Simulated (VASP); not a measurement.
# Ge3W2 (P-4m2) in VASP: single point with PBE

Aim: the single point of Ge3W2 with PBE.

Program: VASP 6.6.1. These are calculated values, not measurements. Logs are shortened: lines on timing, memory, paths and dates and some standing lists are left out, and cuts for length are marked.

## (1) The cell of the first run

Symmetry: P-4m2, No. 115, tetragonal system. Conventional cell: a = 4.342 Å, b = 4.342 Å, c = 5.016 Å, α = 90.00°, β = 90.00°, γ = 90.00°. Ge (site symmetry 2mm) has 1 Ge at 1.92 Å and 2 W at 2.19 Å within 2.5 Å. Ge (site symmetry -4m2) has 4 W at 2.51 Å within 3.3 Å. Within 2.9 Å of W (site symmetry 2mm) lie 4 Ge at 2.19 to 2.51 Å.

## (2) Single point, PBE

INCAR reads:

```
PREC     = Accurate       # precision mode
ENCUT    = 520            # plane-wave cutoff, eV
EDIFF    = 1E-6           # SCF threshold, eV
ISMEAR   = 0              # smearing method
SIGMA    = 0.1            # smearing width, eV
LREAL    = False          # projectors in reciprocal space
LASPH    = True           # aspherical terms in the spheres
NELM     = 80             # most SCF steps
ALGO     = Normal         # electronic algorithm
ISIF     = 2              # what is computed and relaxed
LWAVE    = False          # write WAVECAR
LCHARG   = False          # write CHGCAR
GGA      = PE             # functional
NBANDS   = 43             # bands
```

KPOINTS reads:

```
Automatic mesh
0
Gamma
  4 4 4
```

POSCAR reads:

```
Ge3W2
1.0
    4.3417205300      0.0000000000      0.0000000000
    0.0000000000      4.3417205300      0.0000000000
    0.0000000000      0.0000000000      5.0161713400
Ge W
3 2
Direct
    0.0000000000      0.0000000000      0.8090468800
    0.0000000000      0.0000000000      0.1909531200
    0.5000000000      0.5000000000      0.5000000000
    0.0000000000      0.5000000000      0.2484511700
    0.5000000000      0.0000000000      0.7515488300
```

Potentials or basis: VASP PAW PBE potentials, release 64 (Ge_d, W_sv).

Started as:

```console
> cat potpaw_PBE.64/Ge_d/POTCAR potpaw_PBE.64/W_sv/POTCAR > POTCAR
> mpirun -np 1 vasp_std > vasp.out
```

OUTCAR:

```text
PREC = Accurate
   ENCUT = 520
   EDIFF = 1E-6
   ISMEAR = 0
   LREAL = False
   LASPH = True
   NELM = 80
   ISIF = 2
   GGA = PE

 ion  position               nearest neighbor table
   1  0.000  0.000  0.809-   2 1.92   5 2.19   5 2.19   4 3.09   4 3.09
   2  0.000  0.000  0.191-   1 1.92   4 2.19   4 2.19   5 3.09   5 3.09
   3  0.500  0.500  0.500-   4 2.51   5 2.51   5 2.51   4 2.51
   4  0.000  0.500  0.248-   2 2.19   2 2.19   3 2.51   3 2.51   1 3.09   1 3.09
   5  0.500  0.000  0.752-   1 2.19   1 2.19   3 2.51   3 2.51   2 3.09   2 3.09

  LATTYP: Found a simple tetragonal cell.
 ALAT       =     4.3417205300
 C/A-ratio  =     1.1553418294

  Lattice vectors:

 A1 = (   4.3417205300,   0.0000000000,   0.0000000000)
 A2 = (   0.0000000000,   4.3417205300,   0.0000000000)
 A3 = (   0.0000000000,   0.0000000000,   5.0161713400)

Analysis of symmetry for initial positions (statically):
=====================================================================
 Subroutine PRICEL returns:
 Original cell was already a primitive cell.

 Routine SETGRP: Setting up the symmetry group for a
 simple tetragonal supercell.

 Subroutine GETGRP returns: Found  8 space group operations
 (whereof  8 operations were pure point group operations)
 out of a pool of 16 trial point group operations.

The static configuration has the point symmetry D_2d.

Analysis of symmetry for dynamics (positions and initial velocities):
=====================================================================
 Subroutine PRICEL returns:
 Original cell was already a primitive cell.

 Routine SETGRP: Setting up the symmetry group for a
 simple tetragonal supercell.

 Subroutine GETGRP returns: Found  8 space group operations
 (whereof  8 operations were pure point group operations)
 out of a pool of 16 trial point group operations.

The dynamic configuration has the point symmetry D_2d.

 Subroutine INISYM returns: Found  8 space group operations
 (whereof  8 operations are pure point group operations),
 and found     1 'primitive' translations

----------------------------------------------------------------------------------------

                                     Primitive cell

  volume of cell :      94.5575

  direct lattice vectors                    reciprocal lattice vectors
     4.341720530  0.000000000  0.000000000     0.230323438  0.000000000  0.000000000
     0.000000000  4.341720530  0.000000000     0.000000000  0.230323438  0.000000000
     0.000000000  0.000000000  5.016171340     0.000000000  0.000000000  0.199355232

  length of vectors
     4.341720530  4.341720530  5.016171340     0.230323438  0.230323438  0.199355232

  position of ions in fractional coordinates (direct lattice)
     0.000000000  0.000000000  0.809046880
     0.000000000  0.000000000  0.190953120
     0.500000000  0.500000000  0.500000000
     0.000000000  0.500000000  0.248451170
     0.500000000  0.000000000  0.751548830

  ion indices of the primitive-cell ions
   primitive index   ion index
                 1           1
                 2           2
                 3           3
                 4           4
                 5           5

----------------------------------------------------------------------------------------

 KPOINTS: Automatic mesh

Automatic generation of k-mesh.
 Grid dimensions read from file:
 generate k-points for:    4    4    4

 Generating k-lattice:

  Cartesian coordinates                     Fractional coordinates (reciprocal lattice)
     0.057580860  0.000000000  0.000000000     0.250000000  0.000000000  0.000000000
     0.000000000  0.057580860  0.000000000     0.000000000  0.250000000  0.000000000
     0.000000000  0.000000000  0.049838808     0.000000000  0.000000000  0.250000000

  Length of vectors
     0.057580860  0.057580860  0.049838808

  Shift w.r.t. Gamma in fractional coordinates (k-lattice)
     0.000000000  0.000000000  0.000000000

 Subroutine IBZKPT returns following result:
 ===========================================

 Found     18 irreducible k-points:

 Following reciprocal coordinates:
            Coordinates               Weight
  0.000000  0.000000  0.000000      1.000000
  0.250000  0.000000  0.000000      4.000000
  0.500000  0.000000  0.000000      2.000000
  0.250000  0.250000  0.000000      4.000000
  0.500000  0.250000  0.000000      4.000000
  0.500000  0.500000  0.000000      1.000000
[... 10 lines left out ...]
  0.500000  0.250000  0.500000      4.000000
  0.500000  0.500000  0.500000      1.000000
   k-points           NKPTS =     18   k-points in BZ     NKDIM =     18   number of bands    NBANDS=     43
   number of dos      NEDOS =    301   number of ions     NIONS =      5
   total plane-waves  NPLWV =  40960
   dimension x,y,z NGX =    32 NGY =   32 NGZ =   40
   dimension x,y,z NGXF=    64 NGYF=   64 NGZF=   80
   ions per type =               3   2
   NGX,Y,Z   is equivalent  to a cutoff of  12.25, 12.25, 13.26 a.u.
   NGXF,Y,Z  is equivalent  to a cutoff of  24.51, 24.51, 26.51 a.u.
 SYSTEM =  unknown system
   PREC   = accura    normal or accurate (medium, high low for compatibility)
   ISTART =      0    job   : 0-new  1-cont  2-samecut
   ICHARG =      2    charge: 1-file 2-atom 10-const
   ISPIN  =      1    spin polarized calculation?
   LNONCOLLINEAR =      F non collinear calculations
   LSORBIT =      F    spin-orbit coupling
   LASPH  =      T    aspherical Exc in radial PAW
   ENCUT  =  520.0 eV  38.22 Ry    6.18 a.u.   8.07  8.07  9.33*2*pi/ulx,y,z
   NELM   =     80;   NELMIN=  2; NELMDL= -5     # of ELM steps
   EDIFF  = 0.1E-05   stopping-criterion for ELM
   LREAL  =      F    real-space projection
   EDIFFG = 0.1E-04   stopping-criterion for IOM
   NSW    =      0    number of steps for IOM
   IBRION =     -1    ionic relax: 0-MD 1-quasi-New 2-CG
   NFREE  =      0    steps in history (QN), initial steepest desc. (CG)
   ISIF   =      2    stress and relaxation
   ISYM   =      2    0-nonsym 1-usesym 2-fastsym
   POTIM  = 0.5000    time-step for ionic-motion
   TEBEG  =    0.0;   TEEND  =   0.0 temperature during run
   PSTRESS=    0.0 pullay stress
   NELECT =      70.0000    total number of electrons
   NUPDOWN=      -1.0000    fix difference up-down
   EMIN   =  10.00;   EMAX   =-10.00  energy-range for DOS
   EFERMI =   0.00;   METHOD = LEGACY
   ISMEAR =     0;   SIGMA  =   0.10  broadening in eV -4-tet -1-fermi 0-gaus
   EFERMI_NEDOS =   21; number of points for ismear=-14 and -15
   IALGO  =     38    algorithm
   IMIX   =      4    mixing-type and parameters
     AMIX     =   0.40;   BMIX     =  1.00
     AMIX_MAG =   1.60;   BMIX_MAG =  1.00
  volume/ion in A,a.u.               =      18.91       127.62
  Fermi-wavevector in a.u.,A,eV,Ry     =   1.480956  2.798601 29.840714  2.193231
  Thomas-Fermi vector in A             =   2.594926
   LORBIT       =      0    0 simple, 1 ext, 2 COOP (PROOUT), +10 PAW based schemes
   GGA     = PE    functional components
   LHFCALC =     F    Hartree Fock is set to
   AEXX    =    0.0000 exact exchange contribution
   IVDW    =     0    specifies the selected vdW correction
   LEPSILON=     F    determine dielectric tensor
   LRPA    =     F    only Hartree local field effects (RPA)
 non-spin polarized calculation
 Gauss-broadening in eV      SIGMA  =   0.10
  energy-cutoff  :      520.00
  volume of cell :       94.56
 maximum number of plane-waves:      2584
   NGX = 17   NGY = 17   NGZ = 19

 number of electron      69.9999950 magnetization

 Free energy of the ion-electron system (eV)
  ---------------------------------------------------
  ext. energy  EPLUGINS =         0.00000000
  ---------------------------------------------------
  free energy    TOTEN  =       -26.88793263 eV

  energy without entropy =      -26.86145886  energy(sigma->0) =      -26.87469574

 E-fermi :   7.1501     XC(G=0): -11.4457

 val. band max:        7.1454207770   @ k =   0.2500   0.2500   0.2500
 cond. band min:       7.1722558680   @ k =   0.2500   0.2500   0.5000
 fundamental gap:      0.0268350910
 Fermi energy:         7.1500739173

 k-point     1 :       0.0000    0.0000    0.0000
  band No.  band energies     occupation
      1     -66.5198      2.00000
      2     -66.5189      2.00000
      3     -31.0868      2.00000
      4     -31.0868      2.00000
      5     -30.9520      2.00000
      6     -30.9251      2.00000
[... 35 lines left out ...]
     42      12.1933      0.00000
     43      12.1938      0.00000

 k-point     2 :       0.2500    0.0000    0.0000
  band No.  band energies     occupation
      1     -66.5195      2.00000
      2     -66.5185      2.00000
      3     -31.1215      2.00000
      4     -31.0866      2.00000
      5     -30.9473      2.00000
      6     -30.9285      2.00000
[... 35 lines left out ...]
     42      11.1656      0.00000
     43      12.2736      0.00000

 k-point     3 :       0.5000    0.0000    0.0000
  band No.  band energies     occupation
      1     -66.5193      2.00000
      2     -66.5182      2.00000
      3     -31.1553      2.00000
      4     -31.0863      2.00000
      5     -30.9379      2.00000
      6     -30.9371      2.00000
[... 35 lines left out ...]
     42      11.8695      0.00000
     43      12.1989      0.00000

 k-point     4 :       0.2500    0.2500    0.0000
  band No.  band energies     occupation
      1     -66.5190      2.00000
      2     -66.5185      2.00000
      3     -31.1285      2.00000
      4     -31.1140      2.00000
      5     -30.9439      2.00000
      6     -30.9306      2.00000
[... 587 lines left out ...]
     42      11.3544      0.00000
     43      12.3857      0.00000

 k-point    17 :       0.5000    0.2500    0.5000
  band No.  band energies     occupation
      1     -66.5187      2.00000
      2     -66.5181      2.00000
      3     -31.1556      2.00000
      4     -31.1209      2.00000
      5     -30.9381      2.00000
      6     -30.9366      2.00000
[... 35 lines left out ...]
     42      10.1404      0.00000
     43      13.3149      0.00000

 k-point    18 :       0.5000    0.5000    0.5000
  band No.  band energies     occupation
      1     -66.5181      2.00000
      2     -66.5181      2.00000
      3     -31.1569      2.00000
      4     -31.1528      2.00000
      5     -30.9370      2.00000
      6     -30.9370      2.00000
[... 35 lines left out ...]
     42      10.7944      0.00000
     43      14.5607      0.00000

------------------------ aborting loop because EDIFF is reached ----------------------------------------

  FORCE on cell =-STRESS in cart. coord.  units (eV):
  Direction    XX          YY          ZZ          XY          YZ          ZX
  --------------------------------------------------------------------------------------
  -------------------------------------------------------------------------------------
  Total       24.2813695     24.2813695     25.7185166      0.0000000      0.0000000      0.0000000
  in kB      411.4221486    411.4221486    435.7730867      0.0000000      0.0000000      0.0000000
  external PRESSURE =     419.5391280 kB  Pullay stress =       0.0000000 kB

 VOLUME and BASIS-vectors are now :
 -----------------------------------------------------------------------------
  energy-cutoff  :      520.00
  volume of cell :       94.56
      direct lattice vectors                 reciprocal lattice vectors
     4.341720530  0.000000000  0.000000000     0.230323438  0.000000000  0.000000000
     0.000000000  4.341720530  0.000000000     0.000000000  0.230323438  0.000000000
     0.000000000  0.000000000  5.016171340     0.000000000  0.000000000  0.199355232

 POSITION                                       TOTAL-FORCE (eV/Angst)
 -----------------------------------------------------------------------------------
      0.00000      0.00000      4.05832        -0.000000      0.000000    -10.719603
      0.00000      0.00000      0.95785        -0.000000      0.000000     10.719603
      2.17086      2.17086      2.50809        -0.000000     -0.000000     -0.000000
      0.00000      2.17086      1.24627        -0.000000      0.000000      1.256181
      2.17086      0.00000      3.76990         0.000000      0.000000     -1.256181
 -----------------------------------------------------------------------------------
    total drift:                                0.000000      0.000000     -0.000000

  FREE ENERGIE OF THE ION-ELECTRON SYSTEM (eV)
  ---------------------------------------------------
  free  energy   TOTEN  =       -26.8879326326 eV

  energy  without entropy=      -26.8614588558  energy(sigma->0) =      -26.87469574
```

Wall time 32 s (1 thread of Intel Xeon 6975P-C (Granite Rapids), shared host); peak memory 0.2 GiB.

What came out:

| Quantity | Value |
| --- | --- |
| Free energy | -26.8879 eV |
| Pressure | 42.0 GPa |
| Largest force | 10.720 eV/Å |
| Band gap on the k mesh | zero (band 35 reaches 7.48 eV, above the bottom of band 36 at 7.00 eV) |

Forces on the atoms (eV/Å):
```
Ge    0.000   0.000 -10.720
Ge    0.000   0.000  10.720
Ge    0.000   0.000   0.000
W     0.000   0.000   1.256
W     0.000   0.000  -1.256
```

Stress tensor (GPa, compression positive):
```
41.14  0.00  0.00
 0.00 41.14  0.00
 0.00  0.00 43.58
```

Caveat: the k points lie up to 0.36 Å⁻¹ apart; spin-orbit coupling is left out, which moves the levels of the heavy elements; forces of over 1 eV/Å act on the atoms, so gaps and moduli don't describe the material at rest.
